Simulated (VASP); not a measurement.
Eu: electric field gradients with PBE

Eu:

```
Eu
1.0
    -2.32013    2.32013    2.32013
     2.32013   -2.32013    2.32013
     2.32013    2.32013   -2.32013
Eu
1
Direct
  0.00000 0.00000 0.00000
```

```json
{
 "Program": "VASP 6.6.1",
 "Task": "electric field gradients",
 "Functional": "PBE",
 "Potentials or basis": "VASP PAW PBE potentials, release 64 (Eu)",
 "Cutoff": "520 eV",
 "k mesh": "11 × 11 × 11",
 "Occupations": "fermi-dirac, width 0.03 eV",
 "Spin": "collinear spin, ferromagnetic start",
 "Starting moments": "[7.0] μB",
 "Dipole correction": "no",
 "Further INCAR settings": "ALGO = Normal; EDIFF = 1e-08; NBANDS = 18"
}
```

| Quantity | Value |
| --- | --- |
| Pressure | -2.0 GPa |
| Net moment | 7.35 μB per cell |
| Site moments | Eu +6.70 μB |
| Largest electric field gradient by atom | zero within the noise of the run |
| Valence electrons inside the program's atomic spheres | Eu 14.72 |

Levels at points of the mesh, in eV from the Fermi level:
Spin up:
| k point | band 10 | band 11 | band 12 | band 13 | band 14 | band 15 |
| --- | --- | --- | --- | --- | --- | --- |
| (0.00, 0.00, 0.00) | -0.41 | -0.41 | -0.38 | 1.66 | 1.66 | 1.66 |
Spin down:
| k point | band 3 | band 4 | band 5 | band 6 | band 7 | band 8 |
| --- | --- | --- | --- | --- | --- | --- |
| (0.00, 0.00, 0.00) | -18.14 | -18.14 | -3.44 | 2.59 | 2.59 | 2.59 |

Run time: 3.1 min on 1 thread of Intel(R) Xeon(R) Platinum 8375C CPU @ 2.90GHz (Ice Lake), with other jobs on the host, peak memory 0.25 GiB.

Caveat: spin-orbit coupling is left out, which moves the levels of the heavy elements; semilocal functionals describe open f shells poorly, which spoils levels, moments and volumes. The state reached can hang on the start; a lower one may exist.
